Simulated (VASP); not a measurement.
Wanted: the native input for a VASP 6.6.1 run.

```yaml
Task: relaxation of cell and atoms
Functional: PBE
Potentials_or_basis: VASP PAW PBE potentials, release 64 (Hf_pv, Br)
Cutoff: 600 eV
k_mesh: 4 × 4 × 4
Occupations: gaussian, width 0.1 eV
Spin: no spin polarisation
Dipole_correction: no
Further_INCAR_settings: ALGO = Normal; EDIFF = 1e-06; IBRION = 2; EDIFFG = -0.04; NSW = 90; ISIF = 3
```

The structure of Hf4Br lies in POSCAR:

```
Hf4Br
1.0
    5.5193457900      0.0000000000      0.0000000000
    0.0000000000      5.5193457900      0.0000000000
    0.0000000000      0.0000000000      6.3315888400
Hf Br
4 1
Direct
    0.0000000000      0.0000000000      0.5000000000
    0.5000000000      0.5000000000      0.0000000000
    0.5000000000      0.5000000000      0.6859419700
    0.5000000000      0.5000000000      0.3140580300
    0.0000000000      0.0000000000      0.0000000000
```

The cell was generated, and may not be a known phase.

One way to write it, as run:

INCAR

```
PREC = Accurate
ENCUT = 600
EDIFF = 1E-6
ISMEAR = 0
SIGMA = 0.1
LREAL = F
LASPH = T
NELM = 100
ALGO = Normal
ISIF = 3
LWAVE = F
LCHARG = F
GGA = PE
IBRION = 2
NSW = 90
EDIFFG = -0.04
```

KPOINTS

```
regular mesh
0
Gamma
  4 4 4
```

Potentials or basis: VASP PAW PBE potentials, release 64 (Hf_pv, Br).

The run is started by

```bash
$ cat potpaw_PBE.64/Hf_pv/POTCAR potpaw_PBE.64/Br/POTCAR > POTCAR
$ mpirun -np 1 vasp_std > vasp.out
```

Results of the run:

The relaxed volume is 25.02 Å³/atom. The relaxed cell is a = 3.625 Å, b = 3.625 Å, c = 9.521 Å, α = 90.00°, β = 90.00°, γ = 90.00°. The space group after relaxing (to 0.1 Å) is P4/mmm (No. 123), the energy gained by relaxing is 3002.8 meV/atom and the ionic steps are 47. The pressure after relaxing is 0.1 GPa and the largest force after relaxing is 0.018 eV/Å. The band gap on the k mesh is zero (an odd number of electrons rules out a gap without spin polarisation).

Caveat: the volume moved by over 15 % at a fixed basis, so the end points are rough; spin-orbit coupling is left out, which moves the levels of the heavy elements; an odd number of electrons without spin polarisation forces a metal; a magnetic or distorted state may lie lower.

It took 43 min on 1 thread of Intel(R) Xeon(R) 6975P-C (Granite Rapids), on a shared host, peak memory 0.45 GiB.
